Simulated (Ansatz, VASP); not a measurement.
**BAs: VASP beside Ansatz**

```
CELL_PARAMETERS angstrom
0.00000 2.40771 2.36957
2.40771 0.00000 2.36957
2.40771 2.40771 0.00000
ATOMIC_POSITIONS crystal
B 0.00000 0.00000 0.00000
As 0.25000 0.25000 0.25000
```

Change from the starting cell: strained cell.

Alike in both runs: functional PBEsol; k mesh 8 × 8 × 8; occupations gaussian, width 0.02 eV; no spin polarisation.

Ansatz relaxed the structure, and its values are those at the end. VASP's run is a single point on that final structure, the one shown.

```csv
,VASP,Ansatz
version,VASP 6.6.1,Ansatz 0.2.0
potentials or method,"VASP PAW PBE potentials, release 64 (B, As), cutoff 500 eV","scalar-relativistic, plane waves, PAW"
valence electrons in the cell,8,18
```

|  | VASP | Ansatz | Ansatz less VASP |
| --- | --- | --- | --- |
| gap on the k mesh at the Fermi level (eV) | 0.86 | 0.87 | +0.009 |
| least direct gap on the mesh (eV) | 3.06 | 3.07 | +0.003 |
| pressure (GPa) | -1.1 | -1.9 | -0.84 |

VASP's potentials were made for PBE, not for PBEsol, and Ansatz warns of the same on its side. VASP's potentials hold 8 valence electrons a cell and Ansatz's 18, so a difference there can come from the potentials and not from the codes. Ansatz's warnings: stress scf threshold loose.
